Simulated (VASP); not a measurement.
A run of VASP 6.6.1:

INCAR

```
SYSTEM = SrO
PREC     = Accurate       ! precision mode
ENCUT    = 520            ! plane-wave cutoff, eV
EDIFF    = 1E-7           ! SCF threshold, eV
ISMEAR   = 0              ! smearing method
SIGMA    = 0.05           ! smearing width, eV
LREAL    = .FALSE.        ! projectors in reciprocal space
LASPH    = .TRUE.         ! aspherical terms in the spheres
NELM     = 100            ! most SCF steps
ALGO     = Normal         ! electronic algorithm
ISIF     = 2              ! what is computed and relaxed
LWAVE    = .FALSE.        ! write WAVECAR
LCHARG   = .FALSE.        ! write CHGCAR
GGA      = PE             ! functional
NBANDS   = 15             ! bands
```

The input KPOINTS:

```
Automatic mesh
0
G
  10 10 10
  0 0 0
```

The input POSCAR:

```
SrO
1.0
    0.0000000000      2.8066285720      2.8066285720
    2.8066285720      0.0000000000      2.8066285720
    2.8066285720      2.8066285720      0.0000000000
Sr O
1 1
Direct
    0.0000000000      0.0000000000      0.0000000000
    0.2500000000      0.2500000000      0.2500000000
```

Potentials or basis: VASP PAW PBE potentials, release 64 (Sr_sv, O).

The run is started by

```console
$ cat potpaw_PBE.64/Sr_sv/POTCAR potpaw_PBE.64/O/POTCAR > POTCAR
$ mpirun -np 1 vasp_std > vasp.out
```

Hardware: 1 thread of AMD EPYC 9R45 96-Core Processor (Zen 5) (shared host).

Estimate the wall time of this run.

Wall time 18 s on 1 thread of AMD EPYC 9R45 96-Core Processor (Zen 5), on a shared host, peak memory 0.15 GiB. Counts: scf iterations 15, k points 47.
